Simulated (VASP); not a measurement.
Set up this calculation in VASP 6.6.1, as the native input.

```yaml
Task: single point
Functional: PBE
Potentials_or_basis: VASP PAW PBE potentials, release 64 (Li_sv)
Cutoff: 520 eV
k_mesh: 8 × 8 × 11
Occupations: fermi-dirac, width 0.08 eV
Spin: no spin polarisation
Dipole_correction: no
Further_INCAR_settings: ALGO = Normal; EDIFF = 1e-06; NBANDS = 12
```

The structure of Li lies in POSCAR:

```
Li
1.0
    3.7160572987      0.0000000000      0.0000000000
   -1.8580286493      3.2182000225      0.0000000000
    0.0000000000      0.0000000000      2.0347761974
Li
3
Direct
    0.0000000000      0.0000000000      0.0000000000
    0.3333333333      0.6666666667      0.5000000000
    0.6666666667      0.3333333333      0.5000000000
```

These files were run (other wordings do the same):

INCAR

```
SYSTEM = Li
  PREC = Accurate
  ENCUT = 520
  EDIFF = 1E-6
  ISMEAR = -1
  SIGMA = 0.08
  LREAL = .FALSE.
  LASPH = .TRUE.
  NELM = 80
  ALGO = Normal
  ISIF = 2
  LWAVE = .FALSE.
  LCHARG = .FALSE.
  GGA = PE
  NBANDS = 12
```

KPOINTS

```
regular mesh
0
G
  8 8 11
  0 0 0
```

Potentials or basis: VASP PAW PBE potentials, release 64 (Li_sv).

Command:

```console
$ cat potpaw_PBE.64/Li_sv/POTCAR > POTCAR
$ mpirun -np 1 vasp_std > vasp.out
```

It took 6.3 s on 1 thread of Intel(R) Xeon(R) 6975P-C (Granite Rapids) (shared host), peak memory 0.13 GiB.
